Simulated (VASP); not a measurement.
# AlC (P6_3/mmc) in VASP: settings compared

Aim: see how the results for AlC move with the level of theory and the settings. Levels: r2SCAN, PBE. Tasks: single point, relaxation of cell and atoms.

Program: VASP 6.6.1. These are calculated values, not measurements. Logs are shortened: lines on timing, memory, paths and dates and some standing lists are left out, and cuts for length are marked.

## Step 1: The cell of the first run

Symmetry: P6_3/mmc, No. 194, hexagonal system. The conventional cell has a = 3.086 Å, b = 3.086 Å, c = 11.898 Å, α = 90.00°, β = 90.00°, γ = 120.00°. Within 2.8 Å of Al (site symmetry 3m) lie 3 C at 2.09 Å. C (site symmetry 3m) has 1 C at 1.33 Å within 1.8 Å.

## Step 2: Single point, r2SCAN

File POSCAR:

```
AlC
1.0
    3.0864892344      0.0000000000      0.0000000000
   -1.5432446172      2.6729780855      0.0000000000
    0.0000000000      0.0000000000     11.8980983274
Al C
4 4
Direct
    0.6666666667      0.3333333333      0.3979412654
    0.6666666667      0.3333333333      0.1020587346
    0.3333333333      0.6666666667      0.8979412654
    0.3333333333      0.6666666667      0.6020587346
    0.3333333333      0.6666666667      0.3060527721
    0.3333333333      0.6666666667      0.1939472279
    0.6666666667      0.3333333333      0.8060527721
    0.6666666667      0.3333333333      0.6939472279
```

File INCAR.step1:

```
SYSTEM = AlC
ALGO = Normal
EDIFF = 1E-5
ENCUT = 660
GGA = PE
GGA_COMPAT = .False.
ISMEAR = 0
LASPH = .True.
LCHARG = .False.
LREAL = .False.
LWAVE = .True.
NBANDS = 24
NELM = 120
PREC = Accurate
SIGMA = 0.1
```

File INCAR.step2:

```
SYSTEM = AlC
ALGO = Normal
EDIFF = 1E-6
ENCUT = 660
GGA_COMPAT = .False.
ISIF = 2
ISMEAR = 0
ISTART = 1
LASPH = .True.
LCHARG = .False.
LMIXTAU = .True.
LREAL = .False.
LWAVE = .False.
METAGGA = R2SCAN
NBANDS = 24
NELM = 120
PREC = Accurate
SIGMA = 0.1
```

File KPOINTS:

```
k-points
0
Gamma
  12 12 4
  0 0 0
```

Potentials or basis: VASP PAW PBE potentials, release 64 (Al, C).

Launch:

```sh
$ cat potpaw_PBE.64/Al/POTCAR potpaw_PBE.64/C/POTCAR > POTCAR
$ cp INCAR.step1 INCAR
$ mpirun -np 1 vasp_std > vasp.out
$ cp INCAR.step2 INCAR
$ mpirun -np 1 vasp_std > vasp.out
```

OUTCAR:

```text
SYSTEM = AlC
   EDIFF = 1E-6
   ENCUT = 660
   ISIF = 2
   ISMEAR = 0
   ISTART = 1
   LASPH = .True.
   LREAL = .False.
   METAGGA = R2SCAN
   NELM = 120
   PREC = Accurate

 ion  position               nearest neighbor table
   1  0.667  0.333  0.398-   5 2.09   5 2.09   5 2.09   4 3.01   4 3.01   4 3.01
   2  0.667  0.333  0.102-   6 2.09   6 2.09   6 2.09   3 3.01   3 3.01   3 3.01
   3  0.333  0.667  0.898-   7 2.09   7 2.09   7 2.09   2 3.01   2 3.01   2 3.01
   4  0.333  0.667  0.602-   8 2.09   8 2.09   8 2.09   1 3.01   1 3.01   1 3.01
   5  0.333  0.667  0.306-   6 1.33   1 2.09   1 2.09   1 2.09
   6  0.333  0.667  0.194-   5 1.33   2 2.09   2 2.09   2 2.09
   7  0.667  0.333  0.806-   8 1.33   3 2.09   3 2.09   3 2.09
   8  0.667  0.333  0.694-   7 1.33   4 2.09   4 2.09   4 2.09

  LATTYP: Found a hexagonal cell.
 ALAT       =     3.0864892344
 C/A-ratio  =     3.8548970768

  Lattice vectors:

 A1 = (   3.0864892344,   0.0000000000,   0.0000000000)
 A2 = (  -1.5432446172,   2.6729780855,   0.0000000000)
 A3 = (   0.0000000000,   0.0000000000,  11.8980983274)

Analysis of symmetry for initial positions (statically):
=====================================================================
 Subroutine PRICEL returns:
 Original cell was already a primitive cell.

 Routine SETGRP: Setting up the symmetry group for a
 hexagonal supercell.

 Subroutine GETGRP returns: Found 24 space group operations
 (whereof 12 operations were pure point group operations)
 out of a pool of 24 trial point group operations.

The static configuration has the point symmetry D_3d.
 The point group associated with its full space group is D_6h.

Analysis of symmetry for dynamics (positions and initial velocities):
=====================================================================
 Subroutine PRICEL returns:
 Original cell was already a primitive cell.

 Routine SETGRP: Setting up the symmetry group for a
 hexagonal supercell.

 Subroutine GETGRP returns: Found 24 space group operations
 (whereof 12 operations were pure point group operations)
 out of a pool of 24 trial point group operations.

The dynamic configuration has the point symmetry D_3d.
 The point group associated with its full space group is D_6h.

 Subroutine INISYM returns: Found 24 space group operations
 (whereof 12 operations are pure point group operations),
 and found     1 'primitive' translations

----------------------------------------------------------------------------------------

                                     Primitive cell

  volume of cell :      98.1607

  direct lattice vectors                    reciprocal lattice vectors
     3.086489234  0.000000000  0.000000000     0.323992706  0.187057276  0.000000000
    -1.543244617  2.672978086  0.000000000     0.000000000  0.374114552  0.000000000
     0.000000000  0.000000000 11.898098327     0.000000000  0.000000000  0.084047045

  length of vectors
     3.086489234  3.086489234 11.898098327     0.374114552  0.374114552  0.084047045

  position of ions in fractional coordinates (direct lattice)
     0.666666667  0.333333333  0.397941265
     0.666666667  0.333333333  0.102058735
     0.333333333  0.666666667  0.897941265
     0.333333333  0.666666667  0.602058735
     0.333333333  0.666666667  0.306052772
     0.333333333  0.666666667  0.193947228
     0.666666667  0.333333333  0.806052772
     0.666666667  0.333333333  0.693947228

  ion indices of the primitive-cell ions
   primitive index   ion index
                 1           1
                 2           2
                 3           3
                 4           4
                 5           5
                 6           6
                 7           7
                 8           8

----------------------------------------------------------------------------------------

 KPOINTS: k-points

Automatic generation of k-mesh.
 Grid dimensions read from file:
 generate k-points for:   12   12    4

 Generating k-lattice:

  Cartesian coordinates                     Fractional coordinates (reciprocal lattice)
     0.026999392  0.015588106  0.000000000     0.083333333 -0.000000000  0.000000000
     0.000000000  0.031176213  0.000000000     0.000000000  0.083333333  0.000000000
     0.000000000  0.000000000  0.021011761     0.000000000  0.000000000  0.250000000

  Length of vectors
     0.031176213  0.031176213  0.021011761

  Shift w.r.t. Gamma in fractional coordinates (k-lattice)
     0.000000000  0.000000000  0.000000000

 Subroutine IBZKPT returns following result:
 ===========================================

 Found     57 irreducible k-points:

 Following reciprocal coordinates:
            Coordinates               Weight
  0.000000  0.000000  0.000000      1.000000
  0.083333  0.000000  0.000000      6.000000
  0.166667  0.000000  0.000000      6.000000
  0.250000 -0.000000  0.000000      6.000000
  0.333333  0.000000  0.000000      6.000000
  0.416667  0.000000  0.000000      6.000000
[... 16 lines left out ...]
  0.250000 -0.000000  0.250000     12.000000
  0.333333  0.000000  0.250000     12.000000
 [... further k-points ...]
   k-points           NKPTS =     57   k-points in BZ     NKDIM =     57   number of bands    NBANDS=     24
   number of dos      NEDOS =    301   number of ions     NIONS =      8
   total plane-waves  NPLWV =  78400
   dimension x,y,z NGX =    28 NGY =   28 NGZ =  100
   dimension x,y,z NGXF=    56 NGYF=   56 NGZF=  200
   ions per type =               4   4
   NGX,Y,Z   is equivalent  to a cutoff of  15.08, 15.08, 13.97 a.u.
   NGXF,Y,Z  is equivalent  to a cutoff of  30.16, 30.16, 27.94 a.u.
 SYSTEM =  AlC
   PREC   = accura    normal or accurate (medium, high low for compatibility)
   ISTART =      1    job   : 0-new  1-cont  2-samecut
   ICHARG =      0    charge: 1-file 2-atom 10-const
   ISPIN  =      1    spin polarized calculation?
   LNONCOLLINEAR =      F non collinear calculations
   LSORBIT =      F    spin-orbit coupling
   LASPH  =      T    aspherical Exc in radial PAW
   ENCUT  =  660.0 eV  48.51 Ry    6.96 a.u.   6.47  6.47 24.92*2*pi/ulx,y,z
   NELM   =    120;   NELMIN=  2; NELMDL=  0     # of ELM steps
   EDIFF  = 0.1E-05   stopping-criterion for ELM
   LREAL  =      F    real-space projection
   EDIFFG = 0.1E-04   stopping-criterion for IOM
   NSW    =      0    number of steps for IOM
   IBRION =     -1    ionic relax: 0-MD 1-quasi-New 2-CG
   NFREE  =      0    steps in history (QN), initial steepest desc. (CG)
   ISIF   =      2    stress and relaxation
   ISYM   =      2    0-nonsym 1-usesym 2-fastsym
   POTIM  = 0.5000    time-step for ionic-motion
   TEBEG  =    0.0;   TEEND  =   0.0 temperature during run
   PSTRESS=    0.0 pullay stress
   NELECT =      28.0000    total number of electrons
   NUPDOWN=      -1.0000    fix difference up-down
   EMIN   =  10.00;   EMAX   =-10.00  energy-range for DOS
   EFERMI =   0.00;   METHOD = LEGACY
   ISMEAR =     0;   SIGMA  =   0.10  broadening in eV -4-tet -1-fermi 0-gaus
   EFERMI_NEDOS =   21; number of points for ismear=-14 and -15
   IALGO  =     38    algorithm
   IMIX   =      4    mixing-type and parameters
     AMIX     =   0.40;   BMIX     =  1.00
     AMIX_MAG =   1.60;   BMIX_MAG =  1.00
  volume/ion in A,a.u.               =      12.27        82.80
  Fermi-wavevector in a.u.,A,eV,Ry     =   1.077660  2.036481 15.801129  1.161350
  Thomas-Fermi vector in A             =   2.213577
   LORBIT       =      0    0 simple, 1 ext, 2 COOP (PROOUT), +10 PAW based schemes
   METAGGA = R2SCAN    functional components
   LHFCALC =     F    Hartree Fock is set to
   AEXX    =    0.0000 exact exchange contribution
   IVDW    =     0    specifies the selected vdW correction
   LEPSILON=     F    determine dielectric tensor
   LRPA    =     F    only Hartree local field effects (RPA)
 non-spin polarized calculation
 Gauss-broadening in eV      SIGMA  =   0.10
  energy-cutoff  :      660.00
  volume of cell :       98.16
 maximum number of plane-waves:      3829
 NGX is ok and might be reduce to    28
   NGX = 13   NGY = 13   NGZ = 49

 number of electron      28.0000000 magnetization

 Free energy of the ion-electron system (eV)
  ---------------------------------------------------
  ext. energy  EPLUGINS =         0.00000000
  ---------------------------------------------------
  free energy    TOTEN  =       -63.59619554 eV

  energy without entropy =      -63.58869049  energy(sigma->0) =      -63.59244302

 E-fermi :   6.8017     XC(G=0): -11.1298

 val. band max:        6.7415855404   @ k =   0.3333   0.1667   0.5000
 cond. band min:       6.8065379837   @ k =   0.4167   0.1667   0.5000
 fundamental gap:      0.0649524434
 Fermi energy:         6.8017262869

 k-point     1 :       0.0000    0.0000    0.0000
  band No.  band energies     occupation
      1      -9.8784      2.00000
      2      -9.8119      2.00000
      3      -5.2231      2.00000
      4      -4.3095      2.00000
      5      -2.6205      2.00000
      6      -0.4080      2.00000
[... 16 lines left out ...]
     23      16.5758      0.00000
     24      16.5758      0.00000

 k-point     2 :       0.0833    0.0000    0.0000
  band No.  band energies     occupation
      1      -9.7923      2.00000
      2      -9.7281      2.00000
      3      -5.0970      2.00000
      4      -4.1969      2.00000
      5      -2.5126      2.00000
      6      -0.3545      2.00000
[... 16 lines left out ...]
     23      16.1123      0.00000
     24      16.3497      0.00000

 k-point     3 :       0.1667    0.0000    0.0000
  band No.  band energies     occupation
      1      -9.5442      2.00000
      2      -9.4867      2.00000
      3      -4.7248      2.00000
      4      -3.8668      2.00000
      5      -2.2014      2.00000
      6      -0.2196      2.00000
[... 16 lines left out ...]
     23      15.4134      0.00000
     24      15.7258      0.00000

 k-point     4 :       0.2500   -0.0000    0.0000
  band No.  band energies     occupation
      1      -9.1687      2.00000
      2      -9.1218      2.00000
      3      -4.1285      2.00000
      4      -3.3473      2.00000
      5      -1.7362      2.00000
      6      -0.1046      2.00000
[... 16 lines left out ...]
     23      14.7076      0.00000
     24      14.7578      0.00000

 k-point     5 :       0.3333    0.0000    0.0000
  band No.  band energies     occupation
      1      -8.7359      2.00000
      2      -8.7024      2.00000
      3      -3.3618      2.00000
      4      -2.7077      2.00000
      5      -1.2530      2.00000
      6      -0.2461      2.00000
[... 16 lines left out ...]
     23      13.9941      0.00000
     24      14.1453      0.00000

 k-point     6 :       0.4167    0.0000    0.0000
  band No.  band energies     occupation
      1      -8.3664      2.00000
      2      -8.3471      2.00000
      3      -2.5643      2.00000
      4      -2.1206      2.00000
      5      -1.0360      2.00000
      6      -0.6866      2.00000
[... 16 lines left out ...]
     23      13.5236      0.00000
     24      13.7916      0.00000
[... 379 lines left out ...]
 k-point    21 :       0.0833    0.0000    0.2500
  band No.  band energies     occupation
      1      -9.7832      2.00000
      2      -9.7378      2.00000
      3      -5.0042      2.00000
      4      -4.3986      2.00000
      5      -2.1925      2.00000
      6      -0.7555      2.00000
[... 16 lines left out ...]
     23      16.2083      0.00000
     24      16.4823      0.00000

 k-point    22 :       0.1667    0.0000    0.2500
  band No.  band energies     occupation
      1      -9.5360      2.00000
      2      -9.4954      2.00000
      3      -4.6359      2.00000
      4      -4.0573      2.00000
      5      -1.9000      2.00000
      6      -0.5675      2.00000
[... 16 lines left out ...]
     23      15.5413      0.00000
     24      15.8210      0.00000

 k-point    23 :       0.2500   -0.0000    0.2500
  band No.  band energies     occupation
      1      -9.1620      2.00000
      2      -9.1289      2.00000
      3      -4.0466      2.00000
      4      -3.5177      2.00000
      5      -1.4721      2.00000
      6      -0.3561      2.00000
[... 16 lines left out ...]
     23      14.8545      0.00000
     24      15.0873      0.00000

 k-point    24 :       0.3333    0.0000    0.2500
  band No.  band energies     occupation
      1      -8.7311      2.00000
      2      -8.7074      2.00000
      3      -3.2916      2.00000
      4      -2.8459      2.00000
      5      -1.0600      2.00000
      6      -0.3597      2.00000
[... 16 lines left out ...]
     23      14.3030      0.00000
     24      14.4276      0.00000

 [... further k-points ...]

------------------------ aborting loop because EDIFF is reached ----------------------------------------

  FORCE on cell =-STRESS in cart. coord.  units (eV):
  Direction    XX          YY          ZZ          XY          YZ          ZX
  --------------------------------------------------------------------------------------
  -------------------------------------------------------------------------------------
  Total       -1.6717326     -1.6717326     -1.9500201      0.0000000      0.0000000      0.0000000
  in kB      -27.2859881    -27.2859881    -31.8281900      0.0000000      0.0000000      0.0000000
  external PRESSURE =     -28.8000554 kB  Pullay stress =       0.0000000 kB

 VOLUME and BASIS-vectors are now :
 -----------------------------------------------------------------------------
  energy-cutoff  :      660.00
  volume of cell :       98.16
      direct lattice vectors                 reciprocal lattice vectors
     3.086489234  0.000000000  0.000000000     0.323992706  0.187057276  0.000000000
    -1.543244617  2.672978086  0.000000000     0.000000000  0.374114552  0.000000000
     0.000000000  0.000000000 11.898098327     0.000000000  0.000000000  0.084047045

 POSITION                                       TOTAL-FORCE (eV/Angst)
 -----------------------------------------------------------------------------------
      1.54324      0.89099      4.73474         0.000000     -0.000000     -0.165178
      1.54324      0.89099      1.21430         0.000000      0.000000      0.165178
     -0.00000      1.78199     10.68379        -0.000000      0.000000     -0.165178
     -0.00000      1.78199      7.16335        -0.000000     -0.000000      0.165178
     -0.00000      1.78199      3.64145         0.000000     -0.000000     -0.053381
     -0.00000      1.78199      2.30760        -0.000000     -0.000000      0.053381
      1.54324      0.89099      9.59050         0.000000      0.000000     -0.053381
      1.54324      0.89099      8.25665        -0.000000      0.000000      0.053381
 -----------------------------------------------------------------------------------
    total drift:                                0.000000     -0.000000      0.000000

  FREE ENERGIE OF THE ION-ELECTRON SYSTEM (eV)
  ---------------------------------------------------
  free  energy   TOTEN  =       -63.5961955436 eV

  energy  without entropy=      -63.5886904897  energy(sigma->0) =      -63.59244302
```

Run time: 20 min. Hardware: 1 thread of Oxide Virtual Turin-like, shared host; peak memory 0.35 GiB.

What came out:

| Item | Value |
| --- | --- |
| Free energy | -63.5962 eV |
| Pressure | -2.9 GPa |
| Largest force | 0.165 eV/Å |
| Band gap on the k mesh | zero (bands 14 and 15 overlap by 4.09 eV) |

Forces in eV/Å, atoms in the order of the input:
```
Al   0.000  0.000 -0.165
Al   0.000  0.000  0.165
Al   0.000  0.000 -0.165
Al   0.000  0.000  0.165
C    0.000  0.000 -0.053
C    0.000  0.000  0.053
C    0.000  0.000 -0.053
C    0.000  0.000  0.053
```

Stress tensor (GPa, compression positive):
```
-2.73  0.00  0.00
 0.00 -2.73  0.00
 0.00  0.00 -3.18
```

Caveat: the PAW data sets were made with another functional, which shifts forces and pressure a little.

## Step 3: Relaxation of cell and atoms, PBE

This run uses another cell than the first one, of 12.35 Å³/atom.

File INCAR:

```
ALGO = Normal
EDIFF = 1E-7
EDIFFG = -0.01
ENCUT = 600
GGA = PE
GGA_COMPAT = F
IBRION = 2
ISIF = 3
ISMEAR = 0
LASPH = T
LCHARG = F
LREAL = F
LWAVE = F
NELM = 120
NELMIN = 4
NSW = 100
PREC = Accurate
SIGMA = 0.1
```

File KPOINTS:

```
k-points
0
Gamma
  12 12 4
```

File POSCAR:

```
AlC
1.0
    3.0978565331      0.0000000000      0.0000000000
   -1.5489282665      2.6828224549      0.0000000000
    0.0000000000      0.0000000000     11.8883843160
Al C
4 4
Direct
    0.6666666667      0.3333333333      0.3965436349
    0.6666666667      0.3333333333      0.1034563651
    0.3333333333      0.6666666667      0.8965436349
    0.3333333333      0.6666666667      0.6034563651
    0.3333333333      0.6666666667      0.3064464903
    0.3333333333      0.6666666667      0.1935535097
    0.6666666667      0.3333333333      0.8064464903
    0.6666666667      0.3333333333      0.6935535097
```

Potentials or basis: VASP PAW PBE potentials, release 64 (Al, C).

Launch:

```sh
$ cat potpaw_PBE.64/Al/POTCAR potpaw_PBE.64/C/POTCAR > POTCAR
$ mpirun -np 1 vasp_std > vasp.out
```

Wall time 23 min (1 thread of Oxide Virtual Turin-like, shared host); peak memory 0.29 GiB.

It converged, with:

* Free energy: -48.5980 eV
* Relaxed volume: 12.25 Å³/atom
* Relaxed cell: a = 3.086 Å, b = 3.086 Å, c = 11.890 Å, α = 90.00°, β = 90.00°, γ = 120.00°
* Space group after relaxing (to 0.1 Å): P6_3/mmc (No. 194)
* Energy gained by relaxing: 1.0 meV/atom
* Ionic steps: 11
* Pressure after relaxing: 0.0 GPa
* Band gap on the k mesh: zero (bands 14 and 15 overlap by 3.91 eV)

Forces on the atoms (eV/Å):
```
Al   0.000  0.000  0.002
Al   0.000  0.000 -0.002
Al   0.000  0.000  0.002
Al   0.000  0.000 -0.002
C    0.000  0.000  0.001
C    0.000  0.000 -0.001
C    0.000  0.000  0.001
C    0.000  0.000 -0.001
```

Step by step:
```
step  energy change (eV)  largest force (eV/Å)  pressure (GPa)  volume (Å³)
   1              0.0000                0.2179           -0.43        98.80
   2              0.0071                0.8083            0.94        98.33
   3             -0.0026                0.1449            0.03        98.64
   4             -0.0071                0.0624           -0.22        98.42
   5             -0.0073                0.0478           -0.28        98.36
   6             -0.0079                0.0247           -0.11        98.14
   7             -0.0080                0.0568           -0.04        98.04
   8             -0.0080                0.0871            0.30        97.88
   9             -0.0082                0.0211            0.12        97.97
  10             -0.0082                0.0116            0.06        98.00
  11             -0.0082                0.0021            0.00        98.03
```

Final structure:
```
Al C
1.0
     3.08552    0.00000    0.00000
    -1.54276    2.67214    0.00000
     0.00000    0.00000   11.88984
Al C
4 4
Direct
  0.66667 0.33333 0.39796
  0.66667 0.33333 0.10204
  0.33333 0.66667 0.89796
  0.33333 0.66667 0.60204
  0.33333 0.66667 0.30614
  0.33333 0.66667 0.19386
  0.66667 0.33333 0.80614
  0.66667 0.33333 0.69386
```

Levels at points of the mesh, in eV from the Fermi level:
| k point | band 12 | band 13 | band 14 | band 15 | band 16 | band 17 |
| --- | --- | --- | --- | --- | --- | --- |
| (0.00, 0.00, 0.00) | -1.92 | 3.10 | 3.10 | 3.11 | 3.17 | 3.17 |
| (0.50, 0.00, 0.00) | -3.08 | -1.04 | -0.46 | -0.44 | 0.83 | 1.43 |
| (0.00, 0.00, 0.50) | -1.92 | 3.13 | 3.13 | 3.13 | 3.13 | 3.81 |
| (0.50, 0.00, 0.50) | -3.09 | -1.16 | -1.16 | 0.57 | 0.57 | 1.56 |

The gap in the log of VASP goes by the Fermi energy; the results here count the filled bands.